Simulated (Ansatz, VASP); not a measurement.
# TaSi2: VASP beside Ansatz

INCAR

```
PREC = Accurate
ENCUT = 520
EDIFF = 1E-6
ISMEAR = 0
SIGMA = 0.15
LREAL = F
LASPH = T
NELM = 80
ALGO = Fast
ISIF = 2
LWAVE = F
LCHARG = T
GGA = PS
LELF = T
LVHAR = T
NBANDS = 38
```

KPOINTS

```
regular mesh
0
Gamma
  9 9 6
```

The input POSCAR:

```
TaSi2
1.0
    4.7613605622      0.0000000000      0.0000000000
   -2.3806802811      4.1234592035      0.0000000000
    0.0000000000      0.0000000000      6.5581204410
Ta Si
3 6
Direct
    0.4101097272      0.0000000000     -0.0652626014
    0.5000000000      0.5000000000      0.6666666667
    0.0000000000      0.5000000000      0.3333333333
    0.1592624125      0.3185248251      0.0000000000
    0.8407375875      0.1592624125      0.6666666667
    0.6814751749      0.8407375875      0.3333333333
    0.8407375875      0.6814751749      0.0000000000
    0.1592624125      0.8407375875      0.6666666667
    0.3185248251      0.1592624125      0.3333333333
```

Input for Ansatz:

```yaml
crystal:
  lattice:
    - [4.7613605622, 0.0, 0.0]
    - [-2.3806802811, 4.1234592035, 0.0]
    - [0.0, 0.0, 6.558120441]
  atoms:
    - { symbol: Ta, position: [0.4101097272, 0.0, -0.0652626014] }
    - { symbol: Ta, position: [0.5, 0.5, 0.6666666667] }
    - { symbol: Ta, position: [0.0, 0.5, 0.3333333333] }
    - { symbol: Si, position: [0.1592624125, 0.3185248251, 0.0] }
    - { symbol: Si, position: [0.8407375875, 0.1592624125, 0.6666666667] }
    - { symbol: Si, position: [0.6814751749, 0.8407375875, 0.3333333333] }
    - { symbol: Si, position: [0.8407375875, 0.6814751749, 0.0] }
    - { symbol: Si, position: [0.1592624125, 0.8407375875, 0.6666666667] }
    - { symbol: Si, position: [0.3185248251, 0.1592624125, 0.3333333333] }
basis:
  ecutwfc: 420
kpoints:
  mp_grid: { grid: [9, 9, 6] }
hamiltonian:
  xc: pbesol
  pseudopotentials: { kind: paw, azcp: { folder: soft_1 } }
scf:
  occupations: { method: gaussian, width: 0.15 }
output:
  forces: true
  stress: true
  eigenvalues: true
```

Alike in both runs: task single point; functional PBEsol; k mesh 9 × 9 × 6; occupations gaussian, width 0.15 eV; no spin polarisation.

|  | VASP | Ansatz |
| --- | --- | --- |
| version | VASP 6.6.1 | Ansatz 0.2.0 |
| potentials or method | VASP PAW PBE potentials, release 64 (Ta_pv, Si), cutoff 520 eV | scalar-relativistic, plane waves, PAW |
| valence electrons in the cell | 57 | 63 |

Ansatz gave:

| Property | Result |
| --- | --- |
| gap on the k mesh at the Fermi level (eV) | none |
| pressure (GPa) | 13.1 |
| traceless stress, the component that is largest in VASP (GPa) | 8.28 |
| rms of the force components (eV/Å) | 3.651 |

Task: Which values does VASP return?

Result: gap on the k mesh at the Fermi level (eV): none; pressure (GPa): 13.4; traceless stress, the component that is largest in VASP (GPa): 8.32; rms of the force components (eV/Å): 3.663.

VASP's potentials were made for PBE, not for PBEsol, and Ansatz warns of the same on its side. Atom by atom the forces differ by 0.013 eV/Å (rms over components). A gap of «none» marks a metal or a gap that the smearing closes. The functional is the same, so the differences come from potentials, cutoffs and numerics. VASP's potentials hold 57 valence electrons a cell and Ansatz's 63, so a difference there can come from the potentials and not from the codes.

Neither program's run includes spin-orbit coupling.
